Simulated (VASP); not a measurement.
# In (I4/mmm) in VASP: electric field gradients with r2SCAN

Aim: the electric field gradients of In with r2SCAN.

Everything below comes from runs of VASP 6.6.1. Logs are shortened: lines on timing, memory, paths and dates and some standing lists are left out, and cuts for length are marked.

## Step 1: The cell of the first run

It takes space group I4/mmm (No. 139, tetragonal). Conventional cell: a = 3.193 Å, b = 3.193 Å, c = 4.885 Å, α = 90.00°, β = 90.00°, γ = 90.00°. Within 4.2 Å of In (site symmetry 4/mmm) lie 12 In at 3.19 to 3.33 Å.

## Step 2: Electric field gradients, r2SCAN (volume scaled by 0.9405)

POSCAR reads:

```
In
1.0
   -1.5967490426      1.5967490426      2.4424424774
    1.5967490426     -1.5967490426      2.4424424774
    1.5967490426      1.5967490426     -2.4424424774
In
1
Direct
    0.0000000000      0.0000000000      0.0000000000
```

INCAR.step1 reads:

```
PREC = Accurate
ENCUT = 520
ISMEAR = -1
SIGMA = 0.03
LREAL = F
LASPH = T
NELM = 100
NBANDS = 12
GGA = PE
ALGO = Normal
EDIFF = 1E-4
LWAVE = T
LCHARG = F
```

INCAR.step2 reads:

```
PREC = Accurate
ENCUT = 520
EDIFF = 1E-8
ISMEAR = -1
SIGMA = 0.03
LREAL = F
LASPH = T
NELM = 100
ALGO = Normal
ISIF = 2
LWAVE = F
LCHARG = F
METAGGA = R2SCAN
LMIXTAU = T
LEFG = T
NBANDS = 12
ISTART = 1
```

KPOINTS reads:

```
regular mesh
0
Gamma
  14 14 14
```

Potentials or basis: VASP PAW PBE potentials, release 64 (In_d).

Started as:

```sh
> cat potpaw_PBE.64/In_d/POTCAR > POTCAR
> cp INCAR.step1 INCAR
> mpirun -np 1 vasp_std > vasp.out
> cp INCAR.step2 INCAR
> mpirun -np 1 vasp_std > vasp.out
```

OUTCAR:

```text
PREC = Accurate
   ENCUT = 520
   EDIFF = 1E-8
   ISMEAR = -1
   LREAL = F
   LASPH = T
   NELM = 100
   ISIF = 2
   METAGGA = R2SCAN
   ISTART = 1

 ion  position               nearest neighbor table
   1  0.000  0.000  0.000-

  LATTYP: Found a body centered tetragonal cell.
 ALAT       =     3.1934980852
 C/A-ratio  =     1.5296345338

  Lattice vectors:

 A1 = (  -1.5967490426,   1.5967490426,   2.4424424774)
 A2 = (   1.5967490426,  -1.5967490426,   2.4424424774)
 A3 = (   1.5967490426,   1.5967490426,  -2.4424424774)

Analysis of symmetry for initial positions (statically):
=====================================================================
 Subroutine PRICEL returns:
 Original cell was already a primitive cell.

 Routine SETGRP: Setting up the symmetry group for a
 body centered tetragonal supercell.

 Subroutine GETGRP returns: Found 16 space group operations
 (whereof 16 operations were pure point group operations)
 out of a pool of 16 trial point group operations.

The static configuration has the point symmetry D_4h.

Analysis of symmetry for dynamics (positions and initial velocities):
=====================================================================
 Subroutine PRICEL returns:
 Original cell was already a primitive cell.

 Routine SETGRP: Setting up the symmetry group for a
 body centered tetragonal supercell.

 Subroutine GETGRP returns: Found 16 space group operations
 (whereof 16 operations were pure point group operations)
 out of a pool of 16 trial point group operations.

The dynamic configuration has the point symmetry D_4h.

 Subroutine INISYM returns: Found 16 space group operations
 (whereof 16 operations are pure point group operations),
 and found     1 'primitive' translations

----------------------------------------------------------------------------------------

                                     Primitive cell

  volume of cell :      24.9091

  direct lattice vectors                    reciprocal lattice vectors
    -1.596749043  1.596749043  2.442442477     0.000000000  0.313136245  0.204713112
     1.596749043 -1.596749043  2.442442477     0.313136245  0.000000000  0.204713112
     1.596749043  1.596749043 -2.442442477     0.313136245  0.313136245  0.000000000

  length of vectors
     3.326370434  3.326370434  3.326370434     0.374114643  0.374114643  0.442841525

  position of ions in fractional coordinates (direct lattice)
     0.000000000  0.000000000  0.000000000

  ion indices of the primitive-cell ions
   primitive index   ion index
                 1           1

----------------------------------------------------------------------------------------

 KPOINTS: regular mesh

Automatic generation of k-mesh.
 Grid dimensions read from file:
 generate k-points for:   14   14   14

 Generating k-lattice:

  Cartesian coordinates                     Fractional coordinates (reciprocal lattice)
     0.000000000  0.022366875  0.014622365     0.071428571  0.000000000  0.000000000
     0.022366875  0.000000000  0.014622365     0.000000000  0.071428571  0.000000000
     0.022366875  0.022366875  0.000000000     0.000000000  0.000000000  0.071428571

  Length of vectors
     0.026722475  0.026722475  0.031631538

  Shift w.r.t. Gamma in fractional coordinates (k-lattice)
     0.000000000  0.000000000  0.000000000

 Subroutine IBZKPT returns following result:
 ===========================================

 Found    244 irreducible k-points:

 Following reciprocal coordinates:
            Coordinates               Weight
  0.000000  0.000000  0.000000      1.000000
  0.071429 -0.000000  0.000000      8.000000
  0.142857  0.000000  0.000000      8.000000
  0.214286  0.000000  0.000000      8.000000
  0.285714  0.000000  0.000000      8.000000
  0.357143  0.000000  0.000000      8.000000
[... 16 lines left out ...]
  0.214286  0.142857  0.000000     16.000000
  0.285714  0.142857 -0.000000     16.000000
 [... further k-points ...]
   k-points           NKPTS =    244   k-points in BZ     NKDIM =    244   number of bands    NBANDS=     12
   number of dos      NEDOS =    301   number of ions     NIONS =      1
   total plane-waves  NPLWV =  21952
   dimension x,y,z NGX =    28 NGY =   28 NGZ =   28
   dimension x,y,z NGXF=    56 NGYF=   56 NGZF=   56
   ions per type =               1
   NGX,Y,Z   is equivalent  to a cutoff of  13.99, 13.99, 13.99 a.u.
   NGXF,Y,Z  is equivalent  to a cutoff of  27.99, 27.99, 27.99 a.u.
 SYSTEM =  unknown system
   PREC   = accura    normal or accurate (medium, high low for compatibility)
   ISTART =      1    job   : 0-new  1-cont  2-samecut
   ICHARG =      0    charge: 1-file 2-atom 10-const
   ISPIN  =      1    spin polarized calculation?
   LNONCOLLINEAR =      F non collinear calculations
   LSORBIT =      F    spin-orbit coupling
   LASPH  =      T    aspherical Exc in radial PAW
   ENCUT  =  520.0 eV  38.22 Ry    6.18 a.u.   6.18  6.18  6.18*2*pi/ulx,y,z
   NELM   =    100;   NELMIN=  2; NELMDL=  0     # of ELM steps
   EDIFF  = 0.1E-07   stopping-criterion for ELM
   LREAL  =      F    real-space projection
   EDIFFG = 0.1E-06   stopping-criterion for IOM
   NSW    =      0    number of steps for IOM
   IBRION =     -1    ionic relax: 0-MD 1-quasi-New 2-CG
   NFREE  =      0    steps in history (QN), initial steepest desc. (CG)
   ISIF   =      2    stress and relaxation
   ISYM   =      2    0-nonsym 1-usesym 2-fastsym
   POTIM  = 0.5000    time-step for ionic-motion
   TEBEG  =    0.0;   TEEND  =   0.0 temperature during run
   PSTRESS=    0.0 pullay stress
   NELECT =      13.0000    total number of electrons
   NUPDOWN=      -1.0000    fix difference up-down
   EMIN   =  10.00;   EMAX   =-10.00  energy-range for DOS
   EFERMI =   0.00;   METHOD = LEGACY
   ISMEAR =    -1;   SIGMA  =   0.03  broadening in eV -4-tet -1-fermi 0-gaus
   EFERMI_NEDOS =   21; number of points for ismear=-14 and -15
   IALGO  =     38    algorithm
   IMIX   =      4    mixing-type and parameters
     AMIX     =   0.40;   BMIX     =  1.00
     AMIX_MAG =   1.60;   BMIX_MAG =  1.00
  volume/ion in A,a.u.               =      24.91       168.09
  Fermi-wavevector in a.u.,A,eV,Ry     =   1.318065  2.490781 23.637327  1.737295
  Thomas-Fermi vector in A             =   2.448061
   LORBIT       =      0    0 simple, 1 ext, 2 COOP (PROOUT), +10 PAW based schemes
   METAGGA = R2SCAN    functional components
   LHFCALC =     F    Hartree Fock is set to
   AEXX    =    0.0000 exact exchange contribution
   IVDW    =     0    specifies the selected vdW correction
   LEPSILON=     F    determine dielectric tensor
   LRPA    =     F    only Hartree local field effects (RPA)
 non-spin polarized calculation
  energy-cutoff  :      520.00
  volume of cell :       24.91
 maximum number of plane-waves:       688
 NGX is ok and might be reduce to    28
   NGX = 13   NGY = 13   NGZ = 13

 number of electron      12.9999997 magnetization

 Free energy of the ion-electron system (eV)
  ---------------------------------------------------
  ext. energy  EPLUGINS =         0.00000000
  ---------------------------------------------------
  free energy    TOTEN  =       -22.56533839 eV

  energy without entropy =      -22.56432863  energy(sigma->0) =      -22.56483351

 E-fermi :   8.1155     XC(G=0): -11.3427

 val. band max:        8.0956412150   @ k =   0.5000   0.5000   0.2143
 cond. band min:       8.1183826798   @ k =  -0.2857   0.2857   0.2857
 fundamental gap:      0.0227414648
 Fermi energy:         8.1155370554

 k-point     1 :       0.0000    0.0000    0.0000
  band No.  band energies     occupation
      1      -7.3197      2.00000
      2      -7.1849      2.00000
      3      -7.1849      2.00000
      4      -7.0978      2.00000
      5      -6.9587      2.00000
      6      -2.3406      2.00000
      7      19.6859      0.00000
      8      19.6859      0.00000
      9      19.9511      0.00000
     10      20.3479      0.00000
     11      22.9960      0.00000
     12      23.2096      0.00000

 k-point     2 :       0.0714   -0.0000    0.0000
  band No.  band energies     occupation
      1      -7.3099      2.00000
      2      -7.1862      2.00000
      3      -7.1754      2.00000
      4      -7.0959      2.00000
      5      -6.9630      2.00000
      6      -2.2181      2.00000
      7      18.1434      0.00000
      8      19.5109      0.00000
      9      19.5239      0.00000
     10      20.2531      0.00000
     11      23.4834      0.00000
     12      23.5504      0.00000
[... 316 lines left out ...]
 k-point    24 :       0.2857    0.1429   -0.0000
  band No.  band energies     occupation
      1      -7.2537      2.00000
      2      -7.2148      2.00000
      3      -7.1301      2.00000
      4      -6.9816      2.00000
      5      -6.9215      2.00000
      6       0.7816      2.00000
      7       9.3051      0.00000
      8      13.8734      0.00000
      9      16.9116      0.00000
     10      19.9917      0.00000
     11      21.8150      0.00000
     12      23.5677      0.00000

 [... further k-points ...]
[... 5 lines left out ...]
  --------------------------------------------------------------------------------------
  -------------------------------------------------------------------------------------
  Total        0.3801713      0.3801713      0.4581815      0.0000000     -0.0000000      0.0000000
  in kB       24.4530069     24.4530069     29.4707028      0.0000000     -0.0000000      0.0000000
  external PRESSURE =      26.1255722 kB  Pullay stress =       0.0000000 kB

 VOLUME and BASIS-vectors are now :
 -----------------------------------------------------------------------------
  energy-cutoff  :      520.00
  volume of cell :       24.91
      direct lattice vectors                 reciprocal lattice vectors
    -1.596749043  1.596749043  2.442442477     0.000000000  0.313136245  0.204713112
     1.596749043 -1.596749043  2.442442477     0.313136245  0.000000000  0.204713112
     1.596749043  1.596749043 -2.442442477     0.313136245  0.313136245  0.000000000

 POSITION                                       TOTAL-FORCE (eV/Angst)
 -----------------------------------------------------------------------------------
      0.00000      0.00000      0.00000         0.000000     -0.000000      0.000000
 -----------------------------------------------------------------------------------
    total drift:                                0.000000      0.000000      0.000000

  FREE ENERGIE OF THE ION-ELECTRON SYSTEM (eV)
  ---------------------------------------------------
  free  energy   TOTEN  =       -22.5653383858 eV

  energy  without entropy=      -22.5643286268  energy(sigma->0) =      -22.56483351

 Electric field gradients (V/A^2)
---------------------------------------------------------------------
 ion       V_xx      V_yy      V_zz      V_xy      V_xz      V_yz
---------------------------------------------------------------------
   1     -14.155   -14.155    28.309    -0.001    -0.001    -0.001
---------------------------------------------------------------------

 Electric field gradients after diagonalization (V/A^2)
 (convention: |V_zz| > |V_xx| > |V_yy|)
----------------------------------------------------------------------
 ion       V_xx      V_yy      V_zz     asymmetry (V_yy - V_xx)/ V_zz
----------------------------------------------------------------------
   1     -14.156   -14.153    28.309       0.000
----------------------------------------------------------------------

           NMR quadrupolar parameters

 Cq : quadrupolar parameter    Cq=e*Q*V_zz/h
 eta: asymmetry parameters     (V_yy - V_xx)/ V_zz
 Q  : nuclear electric quadrupole moment in mb (millibarn)
----------------------------------------------------------------------
 ion       Cq(MHz)       eta       Q (mb)
----------------------------------------------------------------------
   1       0.068       0.000       1.000
----------------------------------------------------------------------
```

Wall time 8.8 min (1 thread of AMD EPYC 7R43 (Zen 3), shared host); peak memory 0.18 GiB.

What came out:

```
Free energy : -22.5653 eV
Pressure    : 2.6 GPa
```

Electric field gradients, principal values (V/Å²):
```
atom    least   middle  greatest (by size)
1 In  -14.153  -14.156              28.309
```

Caveat: without QUAD_EFG the Cq values of the log hold for a quadrupole moment of 1 mb, not for the nuclei; the PAW data sets were made with another functional, which shifts forces and pressure a little; spin-orbit coupling is left out, which moves the levels of the heavy elements.
